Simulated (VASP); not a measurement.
# SnSbS2 (R-3m) in VASP: further runs

The runs below take SnSbS2 through relaxation of cell and atoms, single point, with PBE.

Program: VASP 6.6.1. These are calculated values, not measurements. Logs are shortened: lines on timing, memory, paths and dates and some standing lists are left out, and cuts for length are marked.

### Step 1. The cell of the first run

Symmetry: R-3m, No. 166, trigonal system. Conventional cell: a = 4.016 Å, b = 4.016 Å, c = 22.401 Å, α = 90.00°, β = 90.00°, γ = 120.00°. Sn (site symmetry -3m) has 6 S at 3.24 Å and 6 Sn at 4.02 Å within 4.3 Å. Sb (site symmetry -3m) has 6 S at 2.75 Å within 3.6 Å. S (site symmetry 3m) has 3 Sb at 2.75 Å and 3 Sn at 3.24 Å within 3.6 Å.

### Step 2. Relaxation of cell and atoms, PBE

The input, INCAR:

```
PREC     = Accurate       # precision mode
ENCUT    = 600            # plane-wave cutoff, eV
EDIFF    = 1E-7           # SCF threshold, eV
ISMEAR   = 0              # smearing method
SIGMA    = 0.1            # smearing width, eV
LREAL    = False          # projectors in reciprocal space
LASPH    = True           # aspherical terms in the spheres
NELM     = 60             # most SCF steps
ALGO     = Normal         # electronic algorithm
ISIF     = 3              # what is computed and relaxed
LWAVE    = False          # write WAVECAR
LCHARG   = False          # write CHGCAR
GGA      = PE             # functional
IBRION   = 2              # ionic algorithm
NSW      = 90             # ionic steps
EDIFFG   = -0.04          # ionic threshold
```

The input, KPOINTS:

```
Automatic mesh
0
Gamma
  6 6 6
```

The input, POSCAR:

```
SnSbS2
1.0
    2.0082156300      1.1594438400      7.4669745100
   -2.0082156300      1.1594438400      7.4669745100
    0.0000000000     -2.3188876700      7.4669745100
Sn Sb S
1 1 2
Direct
    0.0000000000      0.0000000000      0.0000000000
    0.5000000000      0.5000000000      0.5000000000
    0.7675268700      0.7675268700      0.7675268700
    0.2324731300      0.2324731300      0.2324731300
```

Potentials or basis: VASP PAW PBE potentials, release 64 (Sn_d, Sb, S).

Command:

```
> cat potpaw_PBE.64/Sn_d/POTCAR potpaw_PBE.64/Sb/POTCAR potpaw_PBE.64/S/POTCAR > POTCAR
> mpirun -np 1 vasp_std > vasp.out
```

OUTCAR:

```text
PREC = Accurate
   ENCUT = 600
   EDIFF = 1E-7
   ISMEAR = 0
   LREAL = False
   LASPH = True
   NELM = 60
   ISIF = 3
   GGA = PE
   IBRION = 2
   NSW = 90
   EDIFFG = -0.04

 ion  position               nearest neighbor table
   1  0.000  0.000  0.000-   3 3.24   3 3.24   4 3.24   4 3.24   3 3.24   4 3.24
   2  0.500  0.500  0.500-   4 2.75   4 2.75   3 2.75   3 2.75   4 2.75   3 2.75
   3  0.768  0.768  0.768-   2 2.75   2 2.75   2 2.75   1 3.24   1 3.24   1 3.24
   4  0.232  0.232  0.232-   2 2.75   2 2.75   2 2.75   1 3.24   1 3.24   1 3.24

  LATTYP: Found a trigonal (rhomboedric) cell.
 ALAT       =     7.8187561906
 COS(alpha) =     0.8680603460

  Lattice vectors:

 A1 = (   2.0082156300,   1.1594438400,   7.4669745100)
 A2 = (  -2.0082156300,   1.1594438400,   7.4669745100)
 A3 = (   0.0000000000,  -2.3188876700,   7.4669745100)

Analysis of symmetry for initial positions (statically):
=====================================================================
 Subroutine PRICEL returns:
 Original cell was already a primitive cell.

 Routine SETGRP: Setting up the symmetry group for a
 trigonal (rhombohedral) supercell.

 Subroutine GETGRP returns: Found 12 space group operations
 (whereof 12 operations were pure point group operations)
 out of a pool of 12 trial point group operations.

The static configuration has the point symmetry D_3d.

Analysis of symmetry for dynamics (positions and initial velocities):
=====================================================================
 Subroutine PRICEL returns:
 Original cell was already a primitive cell.

 Routine SETGRP: Setting up the symmetry group for a
 trigonal (rhombohedral) supercell.

 Subroutine GETGRP returns: Found 12 space group operations
 (whereof 12 operations were pure point group operations)
 out of a pool of 12 trial point group operations.

The dynamic configuration has the point symmetry D_3d.

 Subroutine INISYM returns: Found 12 space group operations
 (whereof 12 operations are pure point group operations),
 and found     1 'primitive' translations

----------------------------------------------------------------------------------------

                                     Primitive cell

  volume of cell :     104.3172

  direct lattice vectors                    reciprocal lattice vectors
     2.008215630  1.159443840  7.466974510     0.248977248  0.143747081  0.044641017
    -2.008215630  1.159443840  7.466974510    -0.248977248  0.143747081  0.044641017
     0.000000000 -2.318887670  7.466974510     0.000000000 -0.287494161  0.044641017

  length of vectors
     7.818756191  7.818756191  7.818756190     0.290939364  0.290939364  0.290939363

  position of ions in fractional coordinates (direct lattice)
     0.000000000  0.000000000  0.000000000
     0.500000000  0.500000000  0.500000000
     0.767526870  0.767526870  0.767526870
     0.232473130  0.232473130  0.232473130

  ion indices of the primitive-cell ions
   primitive index   ion index
                 1           1
                 2           2
                 3           3
                 4           4

----------------------------------------------------------------------------------------

 KPOINTS: Automatic mesh

Automatic generation of k-mesh.
 Grid dimensions read from file:
 generate k-points for:    6    6    6

 Generating k-lattice:

  Cartesian coordinates                     Fractional coordinates (reciprocal lattice)
     0.041496208  0.023957847  0.007440169     0.166666667  0.000000000 -0.000000000
    -0.041496208  0.023957847  0.007440169     0.000000000  0.166666667 -0.000000000
     0.000000000 -0.047915694  0.007440169     0.000000000  0.000000000  0.166666667

  Length of vectors
     0.048489894  0.048489894  0.048489894

  Shift w.r.t. Gamma in fractional coordinates (k-lattice)
     0.000000000  0.000000000  0.000000000

 Subroutine IBZKPT returns following result:
 ===========================================

 Found     32 irreducible k-points:

 Following reciprocal coordinates:
            Coordinates               Weight
  0.000000  0.000000  0.000000      1.000000
  0.166667  0.000000  0.000000      6.000000
  0.333333  0.000000  0.000000      6.000000
  0.500000  0.000000  0.000000      3.000000
  0.166667  0.166667  0.000000      6.000000
  0.333333  0.166667  0.000000     12.000000
[... 16 lines left out ...]
  0.500000  0.500000  0.166667      6.000000
 -0.333333  0.500000  0.166667     12.000000
 [... further k-points ...]
   k-points           NKPTS =     32   k-points in BZ     NKDIM =     32   number of bands    NBANDS=     19
   number of dos      NEDOS =    301   number of ions     NIONS =      4
   total plane-waves  NPLWV = 262144
   dimension x,y,z NGX =    64 NGY =   64 NGZ =   64
   dimension x,y,z NGXF=   128 NGYF=  128 NGZF=  128
   ions per type =               1   1   2
   NGX,Y,Z   is equivalent  to a cutoff of  13.61, 13.61, 13.61 a.u.
   NGXF,Y,Z  is equivalent  to a cutoff of  27.22, 27.22, 27.22 a.u.
 SYSTEM =  unknown system
   PREC   = accura    normal or accurate (medium, high low for compatibility)
   ISTART =      0    job   : 0-new  1-cont  2-samecut
   ICHARG =      2    charge: 1-file 2-atom 10-const
   ISPIN  =      1    spin polarized calculation?
   LNONCOLLINEAR =      F non collinear calculations
   LSORBIT =      F    spin-orbit coupling
   LASPH  =      T    aspherical Exc in radial PAW
   ENCUT  =  600.0 eV  44.10 Ry    6.64 a.u.  15.62 15.62 15.62*2*pi/ulx,y,z
   NELM   =     60;   NELMIN=  2; NELMDL= -5     # of ELM steps
   EDIFF  = 0.1E-06   stopping-criterion for ELM
   LREAL  =      F    real-space projection
   EDIFFG = -.4E-01   stopping-criterion for IOM
   NSW    =     90    number of steps for IOM
   IBRION =      2    ionic relax: 0-MD 1-quasi-New 2-CG
   NFREE  =      1    steps in history (QN), initial steepest desc. (CG)
   ISIF   =      3    stress and relaxation
   ISYM   =      2    0-nonsym 1-usesym 2-fastsym
   POTIM  = 0.5000    time-step for ionic-motion
   TEBEG  =    0.0;   TEEND  =   0.0 temperature during run
   PSTRESS=    0.0 pullay stress
   NELECT =      31.0000    total number of electrons
   NUPDOWN=      -1.0000    fix difference up-down
   EMIN   =  10.00;   EMAX   =-10.00  energy-range for DOS
   EFERMI =   0.00;   METHOD = LEGACY
   ISMEAR =     0;   SIGMA  =   0.10  broadening in eV -4-tet -1-fermi 0-gaus
   EFERMI_NEDOS =   21; number of points for ismear=-14 and -15
   IALGO  =     38    algorithm
   IMIX   =      4    mixing-type and parameters
     AMIX     =   0.40;   BMIX     =  1.00
     AMIX_MAG =   1.60;   BMIX_MAG =  1.00
  volume/ion in A,a.u.               =      26.08       175.99
  Fermi-wavevector in a.u.,A,eV,Ry     =   1.092471  2.064472 16.238468  1.193494
  Thomas-Fermi vector in A             =   2.228738
   LORBIT       =      0    0 simple, 1 ext, 2 COOP (PROOUT), +10 PAW based schemes
   GGA     = PE    functional components
   LHFCALC =     F    Hartree Fock is set to
   AEXX    =    0.0000 exact exchange contribution
   IVDW    =     0    specifies the selected vdW correction
   LEPSILON=     F    determine dielectric tensor
   LRPA    =     F    only Hartree local field effects (RPA)
 conjugate gradient relaxation of ions
 non-spin polarized calculation
 Gauss-broadening in eV      SIGMA  =   0.10
  energy-cutoff  :      600.00
  volume of cell :      104.32
 maximum number of plane-waves:      3500
 NGX is ok and might be reduce to    64
   NGX = 31   NGY = 31   NGZ = 31

--------------------------------------- Ionic step        1  -------------------------------------------

 number of electron      30.9999998 magnetization

 Free energy of the ion-electron system (eV)
  ---------------------------------------------------
  ext. energy  EPLUGINS =         0.00000000
  ---------------------------------------------------
  free energy    TOTEN  =       -16.53339989 eV

  energy without entropy =      -16.52279552  energy(sigma->0) =      -16.52809770

------------------------ aborting loop because EDIFF is reached ----------------------------------------

  FORCE on cell =-STRESS in cart. coord.  units (eV):
  Direction    XX          YY          ZZ          XY          YZ          ZX
  --------------------------------------------------------------------------------------
  -------------------------------------------------------------------------------------
  Total       -1.1146843     -1.1146843      0.4187976      0.0000000      0.0000000     -0.0000000
  in kB      -17.1201082    -17.1201082      6.4321889      0.0000000      0.0000000     -0.0000000
  external PRESSURE =      -9.2693425 kB  Pullay stress =       0.0000000 kB
[... 95 lines left out ...]
  FREE ENERGIE OF THE ION-ELECTRON SYSTEM (eV)
  ---------------------------------------------------
  free  energy   TOTEN  =       -16.7746958120 eV

  energy  without entropy=      -16.7668297281  energy(sigma->0) =      -16.77076277

 E-fermi :   7.5763     XC(G=0): -10.0471

 val. band max:        7.5240784045   @ k =  -0.3333   0.3333   0.3333
 cond. band min:       7.5922148202   @ k =   0.5000   0.5000   0.1667
 fundamental gap:      0.0681364156
 Fermi energy:         7.5762872074

 k-point     1 :       0.0000    0.0000    0.0000
  band No.  band energies     occupation
      1     -14.4255      2.00000
      2     -14.3830      2.00000
      3     -14.3830      2.00000
      4     -14.3803      2.00000
      5     -14.3803      2.00000
      6      -7.6935      2.00000
[... 11 lines left out ...]
     18       8.9692      0.00000
     19      11.5060      0.00000
[... 489 lines left out ...]
      3     -14.3930      2.00000
      4     -14.3717      2.00000
      5     -14.3391      2.00000
      6      -6.0100      2.00000
[... 11 lines left out ...]
     18       9.4863      0.00000
     19       9.8573      0.00000

 [... further k-points ...]

[... ionic steps 4 to 10 ...]

--------------------------------------- Ionic step       11  -------------------------------------------

 number of electron      31.0000003 magnetization

------------------------ aborting loop because EDIFF is reached ----------------------------------------

  FORCE on cell =-STRESS in cart. coord.  units (eV):
  Direction    XX          YY          ZZ          XY          YZ          ZX
  --------------------------------------------------------------------------------------
  -------------------------------------------------------------------------------------
  Total        0.0625620      0.0625620      0.2943299      0.0000000      0.0000000      0.0000000
  in kB        1.0501117      1.0501117      4.9403668      0.0000000      0.0000000      0.0000000
  external PRESSURE =       2.3468634 kB  Pullay stress =       0.0000000 kB
[... 61 lines left out ...]
  energy  without entropy=      -16.8172669268  energy(sigma->0) =      -16.82250001

--------------------------------------- Ionic step       13  -------------------------------------------

 number of electron      31.0000003 magnetization

 Free energy of the ion-electron system (eV)
  ---------------------------------------------------
  ext. energy  EPLUGINS =         0.00000000
  ---------------------------------------------------
  free energy    TOTEN  =       -16.82952169 eV

  energy without entropy =      -16.81956215  energy(sigma->0) =      -16.82454192

 E-fermi :   7.2666     XC(G=0):  -9.9570

 val. band max:        7.2500552454   @ k =   0.3333   0.1667   0.0000
 cond. band min:       7.2991489759   @ k =   0.5000   0.5000   0.1667
 fundamental gap:      0.0490937305
 Fermi energy:         7.2665885574

 k-point     1 :       0.0000    0.0000    0.0000
  band No.  band energies     occupation
      1     -14.6783      2.00000
      2     -14.6549      2.00000
      3     -14.6549      2.00000
      4     -14.6448      2.00000
      5     -14.6448      2.00000
      6      -7.6001      2.00000
[... 11 lines left out ...]
     18       8.5768      0.00000
     19      11.3205      0.00000
[... 489 lines left out ...]
      3     -14.6551      2.00000
      4     -14.6422      2.00000
      5     -14.6170      2.00000
      6      -6.0512      2.00000
[... 11 lines left out ...]
     18       9.2831      0.00000
     19       9.3929      0.00000

 [... further k-points ...]

------------------------ aborting loop because EDIFF is reached ----------------------------------------

  FORCE on cell =-STRESS in cart. coord.  units (eV):
  Direction    XX          YY          ZZ          XY          YZ          ZX
  --------------------------------------------------------------------------------------
  -------------------------------------------------------------------------------------
  Total        0.0618395      0.0618395      0.0788188      0.0000000      0.0000000      0.0000000
  in kB        1.0406890      1.0406890      1.3264306      0.0000000      0.0000000      0.0000000
  external PRESSURE =       1.1359362 kB  Pullay stress =       0.0000000 kB
[... 19 lines left out ...]
  FREE ENERGIE OF THE ION-ELECTRON SYSTEM (eV)
  ---------------------------------------------------
  free  energy   TOTEN  =       -16.8295216929 eV

  energy  without entropy=      -16.8195621492  energy(sigma->0) =      -16.82454192

 reached required accuracy - stopping structural energy minimisation
```

Run time: 35 min. Hardware: 1 thread of Intel Xeon Platinum 8488C (Sapphire Rapids), shared host; peak memory 0.66 GiB.

What came out:

```yaml
Free_energy: -16.8295 eV
Relaxed_volume: 23.80 Å³/atom
Relaxed_cell: a = 7.943 Å, b = 7.943 Å, c = 7.943 Å, α = 27.64°, β = 27.64°, γ = 27.64°
Space_group_after_relaxing_to_0.05_Å: R-3m (No. 166)
Energy_gained_by_relaxing: 74.0 meV/atom
Ionic_steps: 13
Pressure_after_relaxing: 0.1 GPa
Largest_force_after_relaxing: 0.027 eV/Å
```

Forces on the atoms (eV/Å):
```
Sn   0.000  0.000  0.000
Sb   0.000  0.000  0.000
S    0.000  0.000 -0.027
S    0.000  0.000  0.027
```

The path:
```tsv
step	energy change (eV)	largest force (eV/Å)	pressure (GPa)	volume (Å³)
1	0.0000	0.7951	-0.93	104.32
2	-0.0863	0.7022	-0.36	102.04
3	-0.2413	0.4083	1.66	95.29
4	-0.2481	0.3425	2.42	93.17
5	-0.2769	0.0313	-0.65	96.22
6	-0.2803	0.1007	0.05	95.45
7	-0.2862	0.0939	-0.05	95.71
8	-0.2919	0.0755	-0.23	96.26
9	-0.2920	0.0735	-0.25	96.31
10	-0.2933	0.0798	0.14	95.62
11	-0.2933	0.0809	0.23	95.45
12	-0.2943	0.0669	0.20	95.39
13	-0.2961	0.0266	0.11	95.20
```

Final structure:
```yaml
crystal:
  lattice:
    - [1.89727, 1.09539, 7.63495]
    - [-1.89727, 1.09539, 7.63495]
    - [0.00000, -2.19078, 7.63495]
  atoms:
    - { symbol: Sn, position: [0.00000, 0.00000, 0.00000] }
    - { symbol: Sb, position: [0.50000, 0.50000, 0.50000] }
    - { symbol: S, position: [0.75472, 0.75472, 0.75472] }
    - { symbol: S, position: [0.24528, 0.24528, 0.24528] }
```

Caveat: spin-orbit coupling is left out, which moves the levels of the heavy elements.

(Part 1 of 2 ends here.)
